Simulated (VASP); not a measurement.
# Ba in VASP: single point with r2SCAN

Aim: the single point of Ba with r2SCAN.

Program: VASP 6.6.1. These are calculated values, not measurements. Logs are shortened: lines on timing, memory, paths and dates and some standing lists are left out, and cuts for length are marked.

**1. The cell of the first run**

The cell holds a atom, 1 atom: a = 14.000 Å, b = 14.400 Å, c = 14.800 Å, α = 90.00°, β = 90.00°, γ = 90.00°.

**2. Single point, r2SCAN, collinear spin, ferromagnetic start**

Contents of POSCAR:

```
Ba
1.0
   14.0000000000      0.0000000000      0.0000000000
    0.0000000000     14.4000000000      0.0000000000
    0.0000000000      0.0000000000     14.8000000000
Ba
1
Direct
    0.5000000000      0.5000000000      0.5000000000
```

Contents of INCAR.step1:

```
PREC = Accurate ; ENCUT = 520
ISMEAR = -1 ; SIGMA = 0.01
LREAL = False ; LASPH = True
NELM = 150 ; ISPIN = 2
MAGMOM = 0.01 ; ISYM = 0
NBANDS = 15 ; GGA = PE
ALGO = Normal ; EDIFF = 1E-4
LWAVE = True ; LCHARG = False
```

Contents of INCAR.step2:

```
PREC = Accurate ; ENCUT = 520
EDIFF = 1E-6 ; ISMEAR = -1
SIGMA = 0.01 ; LREAL = False
LASPH = True ; NELM = 150
ALGO = Normal ; ISIF = 2
LWAVE = False ; LCHARG = False
ISPIN = 2 ; MAGMOM = 0.01
LORBIT = 11 ; METAGGA = R2SCAN
LMIXTAU = True ; ISYM = 0
NBANDS = 15 ; ISTART = 1
```

Contents of KPOINTS:

```
Automatic mesh
0
Gamma
  1 1 1
```

Potentials or basis: VASP PAW PBE potentials, release 64 (Ba_sv).

Launch:

```sh
cat potpaw_PBE.64/Ba_sv/POTCAR > POTCAR
cp INCAR.step1 INCAR
mpirun -np 1 vasp_gam > vasp.out
cp INCAR.step2 INCAR
mpirun -np 1 vasp_gam > vasp.out
```

OUTCAR:

```text
PREC = Accurate
   ENCUT = 520
   EDIFF = 1E-6
   ISMEAR = -1
   LREAL = False
   LASPH = True
   NELM = 150
   ISIF = 2
   ISPIN = 2
   LORBIT = 11
   METAGGA = R2SCAN
   ISYM = 0
   ISTART = 1

 ion  position               nearest neighbor table
   1  0.500  0.500  0.500-

IMPORTANT INFORMATION: All symmetrisations will be switched off!
NOSYMM: (Re-)initialisation of all symmetry stuff for point group C_1.

----------------------------------------------------------------------------------------

                                     Primitive cell

  volume of cell :    2983.6800

  direct lattice vectors                    reciprocal lattice vectors
    14.000000000  0.000000000  0.000000000     0.071428571  0.000000000  0.000000000
     0.000000000 14.400000000  0.000000000     0.000000000  0.069444444  0.000000000
     0.000000000  0.000000000 14.800000000     0.000000000  0.000000000  0.067567568

  length of vectors
    14.000000000 14.400000000 14.800000000     0.071428571  0.069444444  0.067567568

  position of ions in fractional coordinates (direct lattice)
     0.500000000  0.500000000  0.500000000

  ion indices of the primitive-cell ions
   primitive index   ion index
                 1           1

----------------------------------------------------------------------------------------

 KPOINTS: Automatic mesh

Automatic generation of k-mesh.
 Grid dimensions read from file:
 generate k-points for:    1    1    1

 Generating k-lattice:

  Cartesian coordinates                     Fractional coordinates (reciprocal lattice)
     0.071428571  0.000000000  0.000000000     1.000000000  0.000000000  0.000000000
     0.000000000  0.069444444  0.000000000     0.000000000  1.000000000  0.000000000
     0.000000000  0.000000000  0.067567568     0.000000000  0.000000000  1.000000000

  Length of vectors
     0.071428571  0.069444444  0.067567568

  Shift w.r.t. Gamma in fractional coordinates (k-lattice)
     0.000000000  0.000000000  0.000000000

 Subroutine IBZKPT returns following result:
 ===========================================

 Found      1 irreducible k-points:

 Following reciprocal coordinates:
            Coordinates               Weight
  0.000000  0.000000  0.000000      1.000000
   k-points           NKPTS =      1   k-points in BZ     NKDIM =      1   number of bands    NBANDS=     15
   number of dos      NEDOS =    301   number of ions     NIONS =      1
   total plane-waves  NPLWV = ******
   dimension x,y,z NGX =   108 NGY =  108 NGZ =  112
   dimension x,y,z NGXF=   216 NGYF=  216 NGZF=  224
   ions per type =               1
   NGX,Y,Z   is equivalent  to a cutoff of  12.82, 12.47, 12.58 a.u.
   NGXF,Y,Z  is equivalent  to a cutoff of  25.65, 24.94, 25.16 a.u.
 SYSTEM =  unknown system
   PREC   = accura    normal or accurate (medium, high low for compatibility)
   ISTART =      1    job   : 0-new  1-cont  2-samecut
   ICHARG =      0    charge: 1-file 2-atom 10-const
   ISPIN  =      2    spin polarized calculation?
   LNONCOLLINEAR =      F non collinear calculations
   LSORBIT =      F    spin-orbit coupling
   LASPH  =      T    aspherical Exc in radial PAW
   ENCUT  =  520.0 eV  38.22 Ry    6.18 a.u.  26.03 26.77 27.52*2*pi/ulx,y,z
   NELM   =    150;   NELMIN=  2; NELMDL=  0     # of ELM steps
   EDIFF  = 0.1E-05   stopping-criterion for ELM
   LREAL  =      F    real-space projection
   EDIFFG = 0.1E-04   stopping-criterion for IOM
   NSW    =      0    number of steps for IOM
   IBRION =     -1    ionic relax: 0-MD 1-quasi-New 2-CG
   NFREE  =      0    steps in history (QN), initial steepest desc. (CG)
   ISIF   =      2    stress and relaxation
   ISYM   =      0    0-nonsym 1-usesym 2-fastsym
   POTIM  = 0.5000    time-step for ionic-motion
   TEBEG  =    0.0;   TEEND  =   0.0 temperature during run
   PSTRESS=    0.0 pullay stress
   NELECT =      10.0000    total number of electrons
   NUPDOWN=      -1.0000    fix difference up-down
   EMIN   =  10.00;   EMAX   =-10.00  energy-range for DOS
   EFERMI =   0.00;   METHOD = LEGACY
   ISMEAR =    -1;   SIGMA  =   0.01  broadening in eV -4-tet -1-fermi 0-gaus
   EFERMI_NEDOS =   21; number of points for ismear=-14 and -15
   IALGO  =     38    algorithm
   IMIX   =      4    mixing-type and parameters
     AMIX     =   0.40;   BMIX     =  1.00
     AMIX_MAG =   1.60;   BMIX_MAG =  1.00
  volume/ion in A,a.u.               =    2983.68     20134.87
  Fermi-wavevector in a.u.,A,eV,Ry     =   0.244995  0.462974  0.816657  0.060023
  Thomas-Fermi vector in A             =   1.055438
   LORBIT       =     11    0 simple, 1 ext, 2 COOP (PROOUT), +10 PAW based schemes
   METAGGA = R2SCAN    functional components
   LHFCALC =     F    Hartree Fock is set to
   AEXX    =    0.0000 exact exchange contribution
   IVDW    =     0    specifies the selected vdW correction
   LEPSILON=     F    determine dielectric tensor
   LRPA    =     F    only Hartree local field effects (RPA)
 spin polarized calculation
  energy-cutoff  :      520.00
  volume of cell :     2983.68
 maximum number of plane-waves:     40220
 NGX is ok and might be reduce to   108
   NGX = 53   NGY = 53   NGZ = 55

 number of electron       9.9999999 magnetization       0.0000000

 number of electron       9.9999999 magnetization      -0.0000116

 Free energy of the ion-electron system (eV)
  ---------------------------------------------------
  ext. energy  EPLUGINS =         0.00000000
  ---------------------------------------------------
  free energy    TOTEN  =       -24.40531017 eV

  energy without entropy =      -24.40531017  energy(sigma->0) =      -24.40531017

 E-fermi :  -2.7906     XC(G=0):  -0.4298

 val. band max:       -3.1174487527   @ k =   0.0000   0.0000   0.0000
 cond. band min:      -1.7322929384   @ k =   0.0000   0.0000   0.0000
 fundamental gap:      1.3851558143
 Fermi energy:        -2.7906474497

 spin component 1

 k-point     1 :       0.0000    0.0000    0.0000
  band No.  band energies     occupation
      1     -34.6765      1.00000
      2     -19.3275      1.00000
      3     -19.3274      1.00000
      4     -19.3273      1.00000
      5      -3.1176      1.00000
      6      -1.7308      0.00000
      7      -1.7306      0.00000
      8      -1.7297      0.00000
      9      -1.7295      0.00000
     10      -1.7292      0.00000
     11      -1.0246      0.00000
     12      -1.0227      0.00000
     13      -1.0199      0.00000
     14       0.2766      0.00000
     15       0.9013      0.00000
 Fermi energy:        -2.7906474497

 spin component 2

 k-point     1 :       0.0000    0.0000    0.0000
  band No.  band energies     occupation
      1     -34.6764      1.00000
      2     -19.3275      1.00000
      3     -19.3274      1.00000
      4     -19.3274      1.00000
      5      -3.1174      1.00000
      6      -1.7323      0.00000
      7      -1.7317      0.00000
      8      -1.7306      0.00000
      9      -1.7305      0.00000
     10      -1.7303      0.00000
     11      -1.0324      0.00000
     12      -1.0300      0.00000
     13      -1.0269      0.00000
     14       0.1445      0.00000
     15       0.7274      0.00000

------------------------ aborting loop because EDIFF is reached ----------------------------------------

  FORCE on cell =-STRESS in cart. coord.  units (eV):
  Direction    XX          YY          ZZ          XY          YZ          ZX
  --------------------------------------------------------------------------------------
  -------------------------------------------------------------------------------------
  Total       -0.0100670     -0.0068363     -0.0043047     -0.0000009      0.0000252      0.0000118
  in kB       -0.0054058     -0.0036710     -0.0023115     -0.0000005      0.0000135      0.0000063
  external PRESSURE =      -0.0037961 kB  Pullay stress =       0.0000000 kB

 VOLUME and BASIS-vectors are now :
 -----------------------------------------------------------------------------
  energy-cutoff  :      520.00
  volume of cell :     2983.68
      direct lattice vectors                 reciprocal lattice vectors
    14.000000000  0.000000000  0.000000000     0.071428571  0.000000000  0.000000000
     0.000000000 14.400000000  0.000000000     0.000000000  0.069444444  0.000000000
     0.000000000  0.000000000 14.800000000     0.000000000  0.000000000  0.067567568

 POSITION                                       TOTAL-FORCE (eV/Angst)
 -----------------------------------------------------------------------------------
      7.00000      7.20000      7.40000        -0.000002     -0.000017     -0.000014
 -----------------------------------------------------------------------------------
    total drift:                               -0.000002     -0.000017     -0.000014

  FREE ENERGIE OF THE ION-ELECTRON SYSTEM (eV)
  ---------------------------------------------------
  free  energy   TOTEN  =       -24.4053101734 eV

  energy  without entropy=      -24.4053101734  energy(sigma->0) =      -24.40531017

 total charge

# of ion       s       p       d       tot
------------------------------------------
    1        2.154   5.573   0.000   7.727

 magnetization (x)

# of ion       s       p       d       tot
------------------------------------------
    1        0.000  -0.000  -0.000   0.000
```

It took 28 min on 1 thread of Intel Xeon Platinum 8375C at 2.90GHz (Ice Lake), shared host; peak memory 4 GiB.

What came out:

```
Free energy                                           : -24.4053 eV
Pressure                                              : 0.0 GPa
Band gap on the k mesh                                : 1.39 eV
Net moment                                            : 0.00 μB per cell
Valence electrons inside the program's atomic spheres : Ba 7.73
```

Levels at points of the mesh, in eV from the valence-band top:
Spin up:
```tsv
k point	band 3	band 4	band 5	band 6	band 7	band 8
(0.00, 0.00, 0.00)	-16.21	-16.21	0.00	1.39	1.39	1.39
```
Spin down:
```
           k point  band 2  band 3  band 4  band 5  band 6  band 7  band 8  band 9
(0.00, 0.00, 0.00)  -16.21  -16.21  -16.21    0.00    1.39    1.39    1.39    1.39
```

Caveat: the PAW data sets were made with another functional, which shifts forces and pressure a little; spin-orbit coupling is left out, which moves the levels of the heavy elements.
